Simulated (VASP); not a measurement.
InP (gwk), 2 atoms in the cell. The structure is cubic, space group F-43m (No. 216). The conventional cell has a = 5.959 Å, b = 5.959 Å, c = 5.959 Å, α = 90.00°, β = 90.00°, γ = 90.00°. Within 3.4 Å of In (site symmetry -43m) lie 4 P at 2.58 Å. Within 3.4 Å of P (site symmetry -43m) lie 4 In at 2.58 Å. 

| Quantity | Value |
| --- | --- |
| Program | VASP 6.6.1 |
| Task | single point |
| Functional | PBE |
| Potentials or basis | VASP PAW PBE potentials, release 64 (In_d, P) |
| Cutoff | 500 eV |
| k mesh | 6 × 6 × 6 |
| Occupations | gaussian, width 0.01 eV |
| Spin | no spin polarisation |
| Dipole correction | no |
| Further INCAR settings | ALGO = Normal; EDIFF = 1e-06; NBANDS = 16 |

Potentials or basis: VASP PAW PBE potentials, release 64 (In_d, P).

Command:

```console
$ cat potpaw_PBE.64/In_d/POTCAR potpaw_PBE.64/P/POTCAR > POTCAR
$ mpirun -np 1 vasp_std > vasp.out
```

Hardware: 1 thread of Intel Xeon 6975P-C, on a shared host.

Task: Estimate the wall time of this run.

Result: Run time: 13 s on 1 thread of Intel Xeon 6975P-C (shared host), peak memory 0.18 GiB. Counts: scf iterations 12, k points 16.
